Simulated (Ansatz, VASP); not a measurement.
## WO in VASP and in Ansatz

Contents of INCAR:

```
ALGO = Normal
EDIFF = 1E-6
ENCUT = 520
GGA = PE
ISIF = 2
ISMEAR = 0
ISPIN = 2
LASPH = True
LCHARG = False
LDAU = True
LDAUJ = 0 0
LDAUL = 2 -1
LDAUPRINT = 1
LDAUTYPE = 2
LDAUU = 6.2 0
LMAXMIX = 4
LORBIT = 11
LREAL = False
LWAVE = False
MAGMOM = 1 0
NBANDS = 21
NELM = 150
PREC = Accurate
SIGMA = 0.02
```

File KPOINTS:

```
k-points
0
Gamma
  10 10 10
```

The input POSCAR:

```
WO
1.0
    0.0000000000      2.2945749475      2.2945749475
    2.2945749475      0.0000000000      2.2945749475
    2.2945749475      2.2945749475      0.0000000000
W O
1 1
Direct
    0.0000000000      0.0000000000      0.0000000000
    0.2500000000      0.2500000000      0.2500000000
```

Input for Ansatz:

```yaml
crystal:
  lattice:
    - [0.0, 2.2945749131, 2.2945749131]
    - [2.2945749131, 0.0, 2.2945749131]
    - [2.2945749131, 2.2945749131, 0.0]
  atoms:
    - { symbol: W, position: [0.0, 0.0, 0.0], spin: 1.0 }
    - { symbol: O, position: [0.25, 0.25, 0.25] }
basis:
  ecutwfc: 420
kpoints:
  mp_grid: { grid: [10, 10, 10] }
hamiltonian:
  xc: pbe
  hubbard: { sites: [{ species: W, l: d, u_eff: 6.2 }] }
scf:
  occupations: { method: gaussian, width: 0.02 }
output:
  forces: true
  stress: true
  eigenvalues: true
  populations: true
magnetization:
  spin_polarized: true
```

Alike in both runs: task single point; functional PBE; k mesh 10 × 10 × 10; occupations gaussian, width 0.02 eV; collinear spin; Hubbard terms W d U = 6.2 eV.

|  | VASP | Ansatz |
| --- | --- | --- |
| version | VASP 6.6.1 | Ansatz 0.2.0 |
| potentials or method | VASP PAW PBE potentials, release 64 (W_sv, O), cutoff 520 eV | scalar-relativistic, plane waves, PAW |
| valence electrons in the cell | 20 | 20 |

|  | VASP | Ansatz | Ansatz less VASP |
| --- | --- | --- | --- |
| gap on the k mesh at the Fermi level (eV) | 0.30 | 0.88 | +0.577 |
| least direct gap on the mesh (eV) | 1.07 | 1.53 | +0.456 |
| net moment per atom (μB) | 1.00 | 1.00 | 0.000 |
| size of the moment on the site where the two differ most (μB) | 1.68 | 0.90 | -0.783 |

Site moments also hang on the region over which each program counts them. The programs project onto different local orbitals, so the same U acts differently, and such runs can settle in different states.

Neither program's run includes spin-orbit coupling.
